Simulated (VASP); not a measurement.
# LiCl (Fm-3m) in VASP: further runs

The runs below take LiCl through single point, with PBE.

Program: VASP 6.6.1. These are calculated values, not measurements. Logs are shortened: lines on timing, memory, paths and dates and some standing lists are left out, and cuts for length are marked.

### Step 1. The cell of the first run

It takes space group Fm-3m (No. 225, cubic). The conventional cell has a = 5.045 Å, b = 5.045 Å, c = 5.045 Å, α = 90.00°, β = 90.00°, γ = 90.00°. Li (site symmetry m-3m) has 6 Cl at 2.52 Å within 3.3 Å. Within 3.3 Å of Cl (site symmetry m-3m) lie 6 Li at 2.52 Å.

### Step 2. Single point, PBE (volume changed by -6%)

File INCAR:

```
SYSTEM = LiCl
  PREC = Accurate
  ENCUT = 520
  EDIFF = 1E-6
  ISMEAR = 0
  SIGMA = 0.01
  LREAL = .FALSE.
  LASPH = .TRUE.
  NELM = 80
  ALGO = Normal
  ISIF = 2
  LWAVE = .FALSE.
  LCHARG = .TRUE.
  GGA = PE
  LELF = .TRUE.
  LVHAR = .TRUE.
  NBANDS = 12
```

File KPOINTS:

```
regular mesh
0
G
  8 8 8
  0 0 0
```

File POSCAR:

```
LiCl
1.0
    0.0000000000      2.5225673026      2.5225673026
    2.5225673026      0.0000000000      2.5225673026
    2.5225673026      2.5225673026      0.0000000000
Li Cl
1 1
Direct
    0.0000000000      0.0000000000      0.0000000000
    0.5000000000      0.5000000000      0.5000000000
```

Potentials or basis: VASP PAW PBE potentials, release 64 (Li_sv, Cl).

Started as:

```bash
cat potpaw_PBE.64/Li_sv/POTCAR potpaw_PBE.64/Cl/POTCAR > POTCAR
mpirun -np 1 vasp_std > vasp.out
```

OUTCAR:

```text
SYSTEM = LiCl
   PREC = Accurate
   ENCUT = 520
   EDIFF = 1E-6
   ISMEAR = 0
   LREAL = .FALSE.
   LASPH = .TRUE.
   NELM = 80
   ISIF = 2
   GGA = PE

 ion  position               nearest neighbor table
   1  0.000  0.000  0.000-   2 2.52   2 2.52   2 2.52   2 2.52   2 2.52   2 2.52
   2  0.500  0.500  0.500-   1 2.52   1 2.52   1 2.52   1 2.52   1 2.52   1 2.52

  LATTYP: Found a face centered cubic cell.
 ALAT       =     5.0451346052

  Lattice vectors:

 A1 = (   0.0000000000,   2.5225673026,   2.5225673026)
 A2 = (   2.5225673026,   0.0000000000,   2.5225673026)
 A3 = (   2.5225673026,   2.5225673026,   0.0000000000)

Analysis of symmetry for initial positions (statically):
=====================================================================
 Subroutine PRICEL returns:
 Original cell was already a primitive cell.

 Routine SETGRP: Setting up the symmetry group for a
 face centered cubic supercell.

 Subroutine GETGRP returns: Found 48 space group operations
 (whereof 48 operations were pure point group operations)
 out of a pool of 48 trial point group operations.

The static configuration has the point symmetry O_h .

Analysis of symmetry for dynamics (positions and initial velocities):
=====================================================================
 Subroutine PRICEL returns:
 Original cell was already a primitive cell.

 Routine SETGRP: Setting up the symmetry group for a
 face centered cubic supercell.

 Subroutine GETGRP returns: Found 48 space group operations
 (whereof 48 operations were pure point group operations)
 out of a pool of 48 trial point group operations.

The dynamic configuration has the point symmetry O_h .

 Subroutine INISYM returns: Found 48 space group operations
 (whereof 48 operations are pure point group operations),
 and found     1 'primitive' translations

----------------------------------------------------------------------------------------

                                     Primitive cell

  volume of cell :      32.1039

  direct lattice vectors                    reciprocal lattice vectors
     0.000000000  2.522567303  2.522567303    -0.198210767  0.198210767  0.198210767
     2.522567303  0.000000000  2.522567303     0.198210767 -0.198210767  0.198210767
     2.522567303  2.522567303  0.000000000     0.198210767  0.198210767 -0.198210767

  length of vectors
     3.567448891  3.567448891  3.567448891     0.343311119  0.343311119  0.343311119

  position of ions in fractional coordinates (direct lattice)
     0.000000000  0.000000000  0.000000000
     0.500000000  0.500000000  0.500000000

  ion indices of the primitive-cell ions
   primitive index   ion index
                 1           1
                 2           2

----------------------------------------------------------------------------------------

 KPOINTS: regular mesh

Automatic generation of k-mesh.
 Grid dimensions read from file:
 generate k-points for:    8    8    8

 Generating k-lattice:

  Cartesian coordinates                     Fractional coordinates (reciprocal lattice)
    -0.024776346  0.024776346  0.024776346     0.125000000  0.000000000  0.000000000
     0.024776346 -0.024776346  0.024776346     0.000000000  0.125000000  0.000000000
     0.024776346  0.024776346 -0.024776346     0.000000000  0.000000000  0.125000000

  Length of vectors
     0.042913890  0.042913890  0.042913890

  Shift w.r.t. Gamma in fractional coordinates (k-lattice)
     0.000000000  0.000000000  0.000000000

 Subroutine IBZKPT returns following result:
 ===========================================

 Found     29 irreducible k-points:

 Following reciprocal coordinates:
            Coordinates               Weight
  0.000000  0.000000  0.000000      1.000000
  0.125000  0.000000  0.000000      8.000000
  0.250000  0.000000  0.000000      8.000000
  0.375000  0.000000  0.000000      8.000000
  0.500000  0.000000  0.000000      4.000000
  0.125000  0.125000  0.000000      6.000000
[... 16 lines left out ...]
  0.500000  0.250000  0.125000     48.000000
 -0.375000  0.250000  0.125000     24.000000
 [... further k-points ...]
   k-points           NKPTS =     29   k-points in BZ     NKDIM =     29   number of bands    NBANDS=     12
   number of dos      NEDOS =    301   number of ions     NIONS =      2
   total plane-waves  NPLWV =  21952
   dimension x,y,z NGX =    28 NGY =   28 NGZ =   28
   dimension x,y,z NGXF=    56 NGYF=   56 NGZF=   56
   ions per type =               1   1
   NGX,Y,Z   is equivalent  to a cutoff of  13.05, 13.05, 13.05 a.u.
   NGXF,Y,Z  is equivalent  to a cutoff of  26.10, 26.10, 26.10 a.u.
 SYSTEM =  LiCl
   PREC   = accura    normal or accurate (medium, high low for compatibility)
   ISTART =      0    job   : 0-new  1-cont  2-samecut
   ICHARG =      2    charge: 1-file 2-atom 10-const
   ISPIN  =      1    spin polarized calculation?
   LNONCOLLINEAR =      F non collinear calculations
   LSORBIT =      F    spin-orbit coupling
   LASPH  =      T    aspherical Exc in radial PAW
   ENCUT  =  520.0 eV  38.22 Ry    6.18 a.u.   6.63  6.63  6.63*2*pi/ulx,y,z
   NELM   =     80;   NELMIN=  2; NELMDL= -5     # of ELM steps
   EDIFF  = 0.1E-05   stopping-criterion for ELM
   LREAL  =      F    real-space projection
   EDIFFG = 0.1E-04   stopping-criterion for IOM
   NSW    =      0    number of steps for IOM
   IBRION =     -1    ionic relax: 0-MD 1-quasi-New 2-CG
   NFREE  =      0    steps in history (QN), initial steepest desc. (CG)
   ISIF   =      2    stress and relaxation
   ISYM   =      2    0-nonsym 1-usesym 2-fastsym
   POTIM  = 0.5000    time-step for ionic-motion
   TEBEG  =    0.0;   TEEND  =   0.0 temperature during run
   PSTRESS=    0.0 pullay stress
   NELECT =      10.0000    total number of electrons
   NUPDOWN=      -1.0000    fix difference up-down
   EMIN   =  10.00;   EMAX   =-10.00  energy-range for DOS
   EFERMI =   0.00;   METHOD = LEGACY
   ISMEAR =     0;   SIGMA  =   0.01  broadening in eV -4-tet -1-fermi 0-gaus
   EFERMI_NEDOS =   21; number of points for ismear=-14 and -15
   IALGO  =     38    algorithm
   IMIX   =      4    mixing-type and parameters
     AMIX     =   0.40;   BMIX     =  1.00
     AMIX_MAG =   1.60;   BMIX_MAG =  1.00
  volume/ion in A,a.u.               =      16.05       108.32
  Fermi-wavevector in a.u.,A,eV,Ry     =   1.109742  2.097109 16.755950  1.231528
  Thomas-Fermi vector in A             =   2.246285
   LORBIT       =      0    0 simple, 1 ext, 2 COOP (PROOUT), +10 PAW based schemes
   GGA     = PE    functional components
   LHFCALC =     F    Hartree Fock is set to
   AEXX    =    0.0000 exact exchange contribution
   IVDW    =     0    specifies the selected vdW correction
   LEPSILON=     F    determine dielectric tensor
   LRPA    =     F    only Hartree local field effects (RPA)
 non-spin polarized calculation
 Gauss-broadening in eV      SIGMA  =   0.01
  energy-cutoff  :      520.00
  volume of cell :       32.10
 maximum number of plane-waves:       887
   NGX = 13   NGY = 13   NGZ = 13

 number of electron      10.0000000 magnetization

 number of electron       9.9999995 magnetization

 Free energy of the ion-electron system (eV)
  ---------------------------------------------------
  ext. energy  EPLUGINS =         0.00000000
  ---------------------------------------------------
  free energy    TOTEN  =        -7.37281454 eV

  energy without entropy =       -7.37281454  energy(sigma->0) =       -7.37281454

 E-fermi :   1.1513     XC(G=0):  -8.9476

 val. band max:        0.9647788421   @ k =   0.0000   0.0000   0.0000
 cond. band min:       7.6025129022   @ k =   0.0000   0.0000   0.0000
 fundamental gap:      6.6377340600
 Fermi energy:         1.1513464678

 k-point     1 :       0.0000    0.0000    0.0000
  band No.  band energies     occupation
      1     -42.4764      2.00000
      2     -12.6139      2.00000
      3       0.9648      2.00000
      4       0.9648      2.00000
      5       0.9648      2.00000
      6       7.6025      0.00000
      7      12.9415      0.00000
      8      12.9415      0.00000
      9      12.9415      0.00000
     10      15.7267      0.00000
     11      15.7270      0.00000
     12      15.7949      0.00000

 k-point     2 :       0.1250    0.0000    0.0000
  band No.  band energies     occupation
      1     -42.4760      2.00000
      2     -12.5301      2.00000
      3       0.4029      2.00000
      4       0.9198      2.00000
      5       0.9198      2.00000
      6       8.0621      0.00000
      7      12.1841      0.00000
      8      12.8747      0.00000
      9      12.8748      0.00000
     10      14.1880      0.00000
     11      14.1880      0.00000
     12      16.2581      0.00000

 k-point     3 :       0.2500    0.0000    0.0000
  band No.  band energies     occupation
      1     -42.4747      2.00000
      2     -12.3155      2.00000
      3      -0.7252      2.00000
      4       0.8177      2.00000
      5       0.8177      2.00000
      6       8.3773      0.00000
      7      11.7211      0.00000
      8      11.7211      0.00000
      9      12.1766      0.00000
     10      15.0406      0.00000
     11      15.0406      0.00000
     12      16.8521      0.00000
[... 286 lines left out ...]
 k-point    23 :       0.5000    0.2500    0.1250
  band No.  band energies     occupation
      1     -42.4728      2.00000
      2     -11.9344      2.00000
      3      -1.5188      2.00000
      4      -0.3514      2.00000
      5       0.4306      2.00000
      6       9.4930      0.00000
      7      10.4174      0.00000
      8      11.4513      0.00000
      9      12.6111      0.00000
     10      15.6251      0.00000
     11      18.7523      0.00000
     12      19.2002      0.00000

 k-point    24 :      -0.3750    0.2500    0.1250
  band No.  band energies     occupation
      1     -42.4724      2.00000
      2     -11.8447      2.00000
      3      -1.7729      2.00000
      4      -0.4538      2.00000
      5       0.3350      2.00000
      6       9.2846      0.00000
      7      10.3689      0.00000
      8      11.6285      0.00000
      9      13.0517      0.00000
     10      16.7373      0.00000
     11      17.4384      0.00000
     12      19.4684      0.00000

 [... further k-points ...]
[... 5 lines left out ...]
  --------------------------------------------------------------------------------------
  -------------------------------------------------------------------------------------
  Total        0.4283381      0.4283381      0.4283381     -0.0000000      0.0000000      0.0000000
  in kB       21.3766165     21.3766165     21.3766165     -0.0000000      0.0000000      0.0000000
  external PRESSURE =      21.3766165 kB  Pullay stress =       0.0000000 kB

 VOLUME and BASIS-vectors are now :
 -----------------------------------------------------------------------------
  energy-cutoff  :      520.00
  volume of cell :       32.10
      direct lattice vectors                 reciprocal lattice vectors
     0.000000000  2.522567303  2.522567303    -0.198210767  0.198210767  0.198210767
     2.522567303  0.000000000  2.522567303     0.198210767 -0.198210767  0.198210767
     2.522567303  2.522567303  0.000000000     0.198210767  0.198210767 -0.198210767

 POSITION                                       TOTAL-FORCE (eV/Angst)
 -----------------------------------------------------------------------------------
      0.00000      0.00000      0.00000         0.000000      0.000000      0.000000
      2.52257      2.52257      2.52257        -0.000000     -0.000000     -0.000000
 -----------------------------------------------------------------------------------
    total drift:                                0.000000      0.000000      0.000000

  FREE ENERGIE OF THE ION-ELECTRON SYSTEM (eV)
  ---------------------------------------------------
  free  energy   TOTEN  =        -7.3728145431 eV

  energy  without entropy=       -7.3728145431  energy(sigma->0) =       -7.37281454
```

It took 15 s on 1 thread of Intel Xeon Platinum 8488C (Sapphire Rapids), shared host; peak memory 0.15 GiB.

What came out:

```
Free energy            : -7.3728 eV
Band gap on the k mesh : 6.64 eV, direct
```

Caveat: the cell differs from its parent crystal (volume changed by -6%); the cutoff is under 1.25 times the usual one of these potentials, so pressure, stress and relaxed cells hold a basis-set (Pulay) error. A k mesh can miss the band edges.

### Step 3. Single point, PBE (volume changed by -3%)

File INCAR:

```
SYSTEM = LiCl
ALGO     = Normal         ! electronic algorithm
EDIFF    = 1E-7           ! SCF threshold, eV
ENCUT    = 520            ! plane-wave cutoff, eV
GGA      = PE             ! functional
ISIF     = 2              ! what is computed and relaxed
ISMEAR   = 0              ! smearing method
LASPH    = .TRUE.         ! aspherical terms in the spheres
LCHARG   = .FALSE.        ! write CHGCAR
LREAL    = .FALSE.        ! projectors in reciprocal space
LWAVE    = .FALSE.        ! write WAVECAR
NBANDS   = 12             ! bands
NELM     = 100            ! most SCF steps
PREC     = Accurate       ! precision mode
SIGMA    = 0.01           ! smearing width, eV
```

File KPOINTS:

```
k-points
0
G
  8 8 8
  0 0 0
```

File POSCAR:

```
LiCl
1.0
    0.0000000000      2.5491225941      2.5491225941
    2.5491225941      0.0000000000      2.5491225941
    2.5491225941      2.5491225941      0.0000000000
Li Cl
1 1
Direct
    0.0000000000      0.0000000000      0.0000000000
    0.5000000000      0.5000000000      0.5000000000
```

Potentials or basis: VASP PAW PBE potentials, release 64 (Li_sv, Cl).

Started as:

```bash
cat potpaw_PBE.64/Li_sv/POTCAR potpaw_PBE.64/Cl/POTCAR > POTCAR
mpirun -np 1 vasp_std > vasp.out
```

Run time: 15 s. Hardware: 1 thread of Intel Xeon Platinum 8488C (Sapphire Rapids), shared host; peak memory 0.15 GiB.

The run converged. Its results:

```yaml
Free_energy: -7.3831 eV
Band_gap_on_the_k_mesh: 6.45 eV, direct
```

Levels at points of the mesh, in eV from the valence-band top:
| k point | band 2 | band 3 | band 4 | band 5 | band 6 | band 7 | band 8 | band 9 |
| --- | --- | --- | --- | --- | --- | --- | --- | --- |
| (0.00, 0.00, 0.00) | -13.46 | 0.00 | 0.00 | 0.00 | 6.45 | 11.95 | 11.95 | 11.95 |
| (0.50, 0.00, 0.00) | -12.87 | -2.89 | -0.26 | -0.26 | 6.78 | 9.51 | 9.51 | 13.17 |
| (0.50, 0.50, 0.00) | -12.61 | -2.98 | -1.14 | -1.14 | 7.93 | 8.27 | 12.60 | 14.26 |

Caveat: the cell differs from its parent crystal (volume changed by -3%); the cutoff is under 1.25 times the usual one of these potentials, so pressure, stress and relaxed cells hold a basis-set (Pulay) error. A k mesh can miss the band edges.

### Step 4. Single point, PBE

This run uses another cell than the first one, of 16.70 Å³/atom, 1.040 times its volume.

File INCAR:

```
  ALGO = Normal
  EDIFF = 1E-7
  ENCUT = 520
  GGA = PE
  ISIF = 2
  ISMEAR = 0
  LASPH = T
  LCHARG = F
  LREAL = F
  LWAVE = F
  NBANDS = 12
  NELM = 80
  PREC = Accurate
  SIGMA = 0.01
```

File KPOINTS:

```
k-points
0
Gamma
  8 8 8
```

File POSCAR:

```
LiCl
1.0
    0.0000000000      2.5560252091      2.5560252091
    2.5560252091      0.0000000000      2.5560252091
    2.5560252091      2.5560252091      0.0000000000
Li Cl
1 1
Direct
    0.0000000000      0.0000000000      0.0000000000
    0.5000000000      0.5000000000      0.5000000000
```

Started as:

```bash
cat potpaw_PBE.64/Li_sv/POTCAR potpaw_PBE.64/Cl/POTCAR > POTCAR
mpirun -np 1 vasp_std > vasp.out
```

Wall time 16 s (1 thread of Intel Xeon Platinum 8488C (Sapphire Rapids), shared host); peak memory 0.15 GiB.

It converged, with:

| Item | Value |
| --- | --- |
| Free energy | -7.3846 eV |
| Band gap on the k mesh | 6.40 eV, direct |

Levels at points of the mesh, in eV from the valence-band top:
| k point | band 2 | band 3 | band 4 | band 5 | band 6 | band 7 | band 8 | band 9 |
| --- | --- | --- | --- | --- | --- | --- | --- | --- |
| (0.00, 0.00, 0.00) | -13.43 | 0.00 | 0.00 | 0.00 | 6.40 | 11.95 | 11.95 | 11.95 |
| (0.50, 0.00, 0.00) | -12.85 | -2.85 | -0.26 | -0.26 | 6.77 | 9.51 | 9.51 | 13.08 |
| (0.50, 0.50, 0.00) | -12.60 | -2.94 | -1.12 | -1.12 | 7.91 | 8.28 | 12.53 | 14.20 |

Caveat: the cutoff is under 1.25 times the usual one of these potentials, so pressure, stress and relaxed cells hold a basis-set (Pulay) error. Expect the measured gap to be larger: semilocal functionals such as PBE lack the derivative discontinuity.

### Step 5. Single point, PBE

This run uses another cell than the first one, of 17.08 Å³/atom, 1.064 times its volume.

File INCAR:

```
SYSTEM = LiCl
PREC = Accurate ; ENCUT = 520
EDIFF = 1E-6 ; ISMEAR = 0
SIGMA = 0.01 ; LREAL = .FALSE.
LASPH = .TRUE. ; NELM = 60
ALGO = Normal ; ISIF = 2
LWAVE = .FALSE. ; LCHARG = .FALSE.
GGA = PE ; NBANDS = 12
```

File KPOINTS:

```
regular mesh
0
G
  8 8 8
  0 0 0
```

File POSCAR:

```
LiCl
1.0
    0.0000000000      2.5751358458      2.5751358458
    2.5751358458      0.0000000000      2.5751358458
    2.5751358458      2.5751358458      0.0000000000
Li Cl
1 1
Direct
    0.0000000000      0.0000000000      0.0000000000
    0.5000000000      0.5000000000      0.5000000000
```

Started as:

```bash
cat potpaw_PBE.64/Li_sv/POTCAR potpaw_PBE.64/Cl/POTCAR > POTCAR
mpirun -np 1 vasp_std > vasp.out
```

It took 13 s on 1 thread of Intel Xeon Platinum 8488C (Sapphire Rapids), shared host; peak memory 0.15 GiB.

Results (log left out):

| Quantity | Value |
| --- | --- |
| Free energy | -7.3862 eV |
| Band gap on the k mesh | 6.27 eV, direct |

Levels at points of the mesh, in eV from the valence-band top:
```tsv
k point	band 2	band 3	band 4	band 5	band 6	band 7	band 8	band 9
(0.00, 0.00, 0.00)	-13.35	0.00	0.00	0.00	6.27	11.93	11.93	11.93
(0.50, 0.00, 0.00)	-12.80	-2.76	-0.25	-0.25	6.75	9.49	9.49	12.85
(0.50, 0.50, 0.00)	-12.57	-2.84	-1.08	-1.08	7.86	8.31	12.34	14.02
```

Caveat: the cutoff is under 1.25 times the usual one of these potentials, so pressure, stress and relaxed cells hold a basis-set (Pulay) error. A k mesh can miss the band edges.

### Step 6. The runs side by side

| cell | gap on the mesh (eV) |
| --- | --- |
| a = 3.567 Å, angles 60.0°, 2 atoms | 6.64 |
| a = 3.605 Å, angles 60.0°, 2 atoms | 6.45 |
| a = 3.615 Å, angles 60.0°, 2 atoms | 6.40 |
| a = 3.642 Å, angles 60.0°, 2 atoms | 6.27 |

Alike in all rows: task single point; level PBE; potentials or basis VASP PAW PBE potentials, release 64 (Li_sv, Cl); no spin polarisation; k mesh 8 × 8 × 8; cutoff (eV) 520; smearing gaussian 0.01 eV.

Caveats: the cutoff is under 1.25 times the usual one of these potentials, so pressure, stress and relaxed cells hold a basis-set (Pulay) error.

Total energies depend on the potentials used, so only differences within one code and one set of settings carry meaning.
